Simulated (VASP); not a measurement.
# ZrN2 (P4_2/nmc) in VASP: single point with PBE

Aim: the single point of ZrN2 with PBE.

Program: VASP 6.6.1. These are calculated values, not measurements. Logs are shortened: lines on timing, memory, paths and dates and some standing lists are left out, and cuts for length are marked.

## Step 1: The cell of the first run

It takes space group P4_2/nmc (No. 137, tetragonal). Conventional cell: a = 4.094 Å, b = 4.094 Å, c = 4.053 Å, α = 90.00°, β = 90.00°, γ = 90.00°. Within 2.9 Å of Zr (site symmetry -4m2) lie 8 N at 2.19 to 2.40 Å. N (site symmetry 2mm) has 2 N at 2.03 Å and 4 Zr at 2.19 to 2.40 Å within 2.7 Å.

## Step 2: Single point, PBE

File INCAR:

```
SYSTEM = ZrN2
  ALGO = Normal
  EDIFF = 1E-7
  ENCUT = 520
  GGA = PE
  ISIF = 2
  ISMEAR = 0
  LASPH = .TRUE.
  LCHARG = .FALSE.
  LREAL = .FALSE.
  LWAVE = .FALSE.
  NBANDS = 31
  NELM = 80
  PREC = Accurate
  SIGMA = 0.1
```

File KPOINTS:

```
k-points
0
G
  10 10 8
  0 0 0
```

File POSCAR:

```
ZrN2
1.0
    4.0943520225      0.0000000000      0.0000000000
    0.0000000000      4.0943520225      0.0000000000
    0.0000000000      0.0000000000      4.0533124551
Zr N
2 4
Direct
    0.0000000000      0.0000000000      0.0000000000
    0.5000000000      0.5000000000      0.5000000000
    0.0000000000      0.5000000000      0.3100252238
    0.0000000000      0.5000000000      0.8100252238
    0.5000000000      0.0000000000      0.6899747762
    0.5000000000      0.0000000000      0.1899747762
```

Potentials or basis: VASP PAW PBE potentials, release 64 (Zr_sv, N).

Started as:

```bash
cat potpaw_PBE.64/Zr_sv/POTCAR potpaw_PBE.64/N/POTCAR > POTCAR
mpirun -np 1 vasp_std > vasp.out
```

OUTCAR:

```text
SYSTEM = ZrN2
   EDIFF = 1E-7
   ENCUT = 520
   GGA = PE
   ISIF = 2
   ISMEAR = 0
   LASPH = .TRUE.
   LREAL = .FALSE.
   NELM = 80
   PREC = Accurate

 ion  position               nearest neighbor table
   1  0.000  0.000  0.000-   4 2.19   6 2.19   4 2.19   6 2.19   3 2.40   5 2.40   5 2.40   3 2.40
                             2 3.53   2 3.53   2 3.53   2 3.53   2 3.53   2 3.53   2 3.53   2 3.53
   2  0.500  0.500  0.500-   3 2.19   5 2.19   5 2.19   3 2.19   4 2.40   6 2.40   6 2.40   4 2.40
                             1 3.53   1 3.53   1 3.53   1 3.53   1 3.53   1 3.53   1 3.53   1 3.53
   3  0.000  0.500  0.310-   2 2.19   2 2.19   1 2.40   1 2.40
   4  0.000  0.500  0.810-   1 2.19   1 2.19   2 2.40   2 2.40
   5  0.500  0.000  0.690-   2 2.19   2 2.19   1 2.40   1 2.40
   6  0.500  0.000  0.190-   1 2.19   1 2.19   2 2.40   2 2.40

  LATTYP: Found a simple tetragonal cell.
 ALAT       =     4.0943520225
 C/A-ratio  =     0.9899765415

  Lattice vectors:

 A1 = (   4.0943520225,   0.0000000000,   0.0000000000)
 A2 = (   0.0000000000,   4.0943520225,   0.0000000000)
 A3 = (   0.0000000000,   0.0000000000,   4.0533124551)

Analysis of symmetry for initial positions (statically):
=====================================================================
 Subroutine PRICEL returns:
 Original cell was already a primitive cell.

 Routine SETGRP: Setting up the symmetry group for a
 simple tetragonal supercell.

 Subroutine GETGRP returns: Found 16 space group operations
 (whereof  8 operations were pure point group operations)
 out of a pool of 16 trial point group operations.

The static configuration has the point symmetry D_2d.
 The point group associated with its full space group is D_4h.

Analysis of symmetry for dynamics (positions and initial velocities):
=====================================================================
 Subroutine PRICEL returns:
 Original cell was already a primitive cell.

 Routine SETGRP: Setting up the symmetry group for a
 simple tetragonal supercell.

 Subroutine GETGRP returns: Found 16 space group operations
 (whereof  8 operations were pure point group operations)
 out of a pool of 16 trial point group operations.

The dynamic configuration has the point symmetry D_2d.
 The point group associated with its full space group is D_4h.

 Subroutine INISYM returns: Found 16 space group operations
 (whereof  8 operations are pure point group operations),
 and found     1 'primitive' translations

----------------------------------------------------------------------------------------

                                     Primitive cell

  volume of cell :      67.9486

  direct lattice vectors                    reciprocal lattice vectors
     4.094352022  0.000000000  0.000000000     0.244238892  0.000000000  0.000000000
     0.000000000  4.094352022  0.000000000     0.000000000  0.244238892  0.000000000
     0.000000000  0.000000000  4.053312455     0.000000000  0.000000000  0.246711797

  length of vectors
     4.094352022  4.094352022  4.053312455     0.244238892  0.244238892  0.246711797

  position of ions in fractional coordinates (direct lattice)
     0.000000000  0.000000000  0.000000000
     0.500000000  0.500000000  0.500000000
     0.000000000  0.500000000  0.310025224
     0.000000000  0.500000000  0.810025224
     0.500000000  0.000000000  0.689974776
     0.500000000  0.000000000  0.189974776

  ion indices of the primitive-cell ions
   primitive index   ion index
                 1           1
                 2           2
                 3           3
                 4           4
                 5           5
                 6           6

----------------------------------------------------------------------------------------

 KPOINTS: k-points

Automatic generation of k-mesh.
 Grid dimensions read from file:
 generate k-points for:   10   10    8

 Generating k-lattice:

  Cartesian coordinates                     Fractional coordinates (reciprocal lattice)
     0.024423889  0.000000000  0.000000000     0.100000000  0.000000000  0.000000000
     0.000000000  0.024423889  0.000000000     0.000000000  0.100000000  0.000000000
     0.000000000  0.000000000  0.030838975     0.000000000  0.000000000  0.125000000

  Length of vectors
     0.024423889  0.024423889  0.030838975

  Shift w.r.t. Gamma in fractional coordinates (k-lattice)
     0.000000000  0.000000000  0.000000000

 Subroutine IBZKPT returns following result:
 ===========================================

 Found    105 irreducible k-points:

 Following reciprocal coordinates:
            Coordinates               Weight
  0.000000  0.000000  0.000000      1.000000
  0.100000  0.000000  0.000000      4.000000
  0.200000  0.000000  0.000000      4.000000
  0.300000  0.000000  0.000000      4.000000
  0.400000  0.000000  0.000000      4.000000
  0.500000  0.000000  0.000000      2.000000
[... 16 lines left out ...]
  0.100000  0.000000  0.125000      8.000000
  0.200000  0.000000  0.125000      8.000000
 [... further k-points ...]
   k-points           NKPTS =    105   k-points in BZ     NKDIM =    105   number of bands    NBANDS=     31
   number of dos      NEDOS =    301   number of ions     NIONS =      6
   total plane-waves  NPLWV =  27000
   dimension x,y,z NGX =    30 NGY =   30 NGZ =   30
   dimension x,y,z NGXF=    60 NGYF=   60 NGZF=   60
   ions per type =               2   4
   NGX,Y,Z   is equivalent  to a cutoff of  12.18, 12.18, 12.30 a.u.
   NGXF,Y,Z  is equivalent  to a cutoff of  24.36, 24.36, 24.61 a.u.
 SYSTEM =  ZrN2
   PREC   = accura    normal or accurate (medium, high low for compatibility)
   ISTART =      0    job   : 0-new  1-cont  2-samecut
   ICHARG =      2    charge: 1-file 2-atom 10-const
   ISPIN  =      1    spin polarized calculation?
   LNONCOLLINEAR =      F non collinear calculations
   LSORBIT =      F    spin-orbit coupling
   LASPH  =      T    aspherical Exc in radial PAW
   ENCUT  =  520.0 eV  38.22 Ry    6.18 a.u.   7.61  7.61  7.54*2*pi/ulx,y,z
   NELM   =     80;   NELMIN=  2; NELMDL= -5     # of ELM steps
   EDIFF  = 0.1E-06   stopping-criterion for ELM
   LREAL  =      F    real-space projection
   EDIFFG = 0.1E-05   stopping-criterion for IOM
   NSW    =      0    number of steps for IOM
   IBRION =     -1    ionic relax: 0-MD 1-quasi-New 2-CG
   NFREE  =      0    steps in history (QN), initial steepest desc. (CG)
   ISIF   =      2    stress and relaxation
   ISYM   =      2    0-nonsym 1-usesym 2-fastsym
   POTIM  = 0.5000    time-step for ionic-motion
   TEBEG  =    0.0;   TEEND  =   0.0 temperature during run
   PSTRESS=    0.0 pullay stress
   NELECT =      44.0000    total number of electrons
   NUPDOWN=      -1.0000    fix difference up-down
   EMIN   =  10.00;   EMAX   =-10.00  energy-range for DOS
   EFERMI =   0.00;   METHOD = LEGACY
   ISMEAR =     0;   SIGMA  =   0.10  broadening in eV -4-tet -1-fermi 0-gaus
   EFERMI_NEDOS =   21; number of points for ismear=-14 and -15
   IALGO  =     38    algorithm
   IMIX   =      4    mixing-type and parameters
     AMIX     =   0.40;   BMIX     =  1.00
     AMIX_MAG =   1.60;   BMIX_MAG =  1.00
  volume/ion in A,a.u.               =      11.32        76.42
  Fermi-wavevector in a.u.,A,eV,Ry     =   1.416334  2.676483 27.293301  2.006001
  Thomas-Fermi vector in A             =   2.537679
   LORBIT       =      0    0 simple, 1 ext, 2 COOP (PROOUT), +10 PAW based schemes
   GGA     = PE    functional components
   LHFCALC =     F    Hartree Fock is set to
   AEXX    =    0.0000 exact exchange contribution
   IVDW    =     0    specifies the selected vdW correction
   LEPSILON=     F    determine dielectric tensor
   LRPA    =     F    only Hartree local field effects (RPA)
 non-spin polarized calculation
 Gauss-broadening in eV      SIGMA  =   0.10
  energy-cutoff  :      520.00
  volume of cell :       67.95
 maximum number of plane-waves:      1856
   NGX = 15   NGY = 15   NGZ = 15

 number of electron      44.0000008 magnetization

 Free energy of the ion-electron system (eV)
  ---------------------------------------------------
  ext. energy  EPLUGINS =         0.00000000
  ---------------------------------------------------
  free energy    TOTEN  =       -53.18044292 eV

  energy without entropy =      -53.17813529  energy(sigma->0) =      -53.17928911

 E-fermi :   7.9009     XC(G=0): -11.8678

 val. band max:        7.8946695044   @ k =   0.5000   0.5000   0.2500
 cond. band min:       7.9343667824   @ k =   0.5000   0.4000   0.5000
 fundamental gap:      0.0396972779
 Fermi energy:         7.9008564210

 k-point     1 :       0.0000    0.0000    0.0000
  band No.  band energies     occupation
      1     -40.2504      2.00000
      2     -40.1828      2.00000
      3     -18.5023      2.00000
      4     -18.4196      2.00000
      5     -18.4196      2.00000
      6     -18.1862      2.00000
[... 23 lines left out ...]
     30      15.0423      0.00000
     31      15.0423      0.00000

 k-point     2 :       0.1000    0.0000    0.0000
  band No.  band energies     occupation
      1     -40.2484      2.00000
      2     -40.1841      2.00000
      3     -18.4936      2.00000
      4     -18.4297      2.00000
      5     -18.4126      2.00000
      6     -18.1928      2.00000
[... 23 lines left out ...]
     30      15.0560      0.00000
     31      15.3728      0.00000

 k-point     3 :       0.2000    0.0000    0.0000
  band No.  band energies     occupation
      1     -40.2427      2.00000
      2     -40.1880      2.00000
      3     -18.4686      2.00000
      4     -18.4542      2.00000
      5     -18.3924      2.00000
      6     -18.2410      2.00000
[... 703 lines left out ...]
     30      15.0740      0.00000
     31      15.3558      0.00000

 k-point    24 :       0.2000    0.0000    0.1250
  band No.  band energies     occupation
      1     -40.2403      2.00000
      2     -40.1898      2.00000
      3     -18.5054      2.00000
      4     -18.4063      2.00000
      5     -18.3834      2.00000
      6     -18.2932      2.00000
[... 23 lines left out ...]
     30      14.9749      0.00000
     31      15.1206      0.00000

 [... further k-points ...]

------------------------ aborting loop because EDIFF is reached ----------------------------------------

  FORCE on cell =-STRESS in cart. coord.  units (eV):
  Direction    XX          YY          ZZ          XY          YZ          ZX
  --------------------------------------------------------------------------------------
  -------------------------------------------------------------------------------------
  Total        0.1084360      0.1084360      0.0289575      0.0000000      0.0000000      0.0000000
  in kB        2.5568395      2.5568395      0.6827968      0.0000000      0.0000000      0.0000000
  external PRESSURE =       1.9321586 kB  Pullay stress =       0.0000000 kB

 VOLUME and BASIS-vectors are now :
 -----------------------------------------------------------------------------
  energy-cutoff  :      520.00
  volume of cell :       67.95
      direct lattice vectors                 reciprocal lattice vectors
     4.094352022  0.000000000  0.000000000     0.244238892  0.000000000  0.000000000
     0.000000000  4.094352022  0.000000000     0.000000000  0.244238892  0.000000000
     0.000000000  0.000000000  4.053312455     0.000000000  0.000000000  0.246711797

 POSITION                                       TOTAL-FORCE (eV/Angst)
 -----------------------------------------------------------------------------------
      0.00000      0.00000      0.00000         0.000000     -0.000000      0.000000
      2.04718      2.04718      2.02666        -0.000000      0.000000      0.000000
      0.00000      2.04718      1.25663         0.000000      0.000000     -0.001910
      0.00000      2.04718      3.28329        -0.000000     -0.000000     -0.001910
      2.04718      0.00000      2.79668         0.000000      0.000000      0.001910
      2.04718      0.00000      0.77003         0.000000     -0.000000      0.001910
 -----------------------------------------------------------------------------------
    total drift:                                0.000000     -0.000000      0.000000

  FREE ENERGIE OF THE ION-ELECTRON SYSTEM (eV)
  ---------------------------------------------------
  free  energy   TOTEN  =       -53.1804429187 eV

  energy  without entropy=      -53.1781352935  energy(sigma->0) =      -53.17928911
```

It took 95 s on 1 thread of Intel Xeon 6975P-C (Granite Rapids), shared host; peak memory 0.29 GiB.

What came out:

- Free energy: -53.1804 eV
- Pressure: 0.2 GPa
- Band gap on the k mesh: zero (band 22 reaches 7.89 eV, above the bottom of band 23 at 7.67 eV)

Stress tensor (GPa, compression positive):
```
0.26 0.00 0.00
0.00 0.26 0.00
0.00 0.00 0.07
```
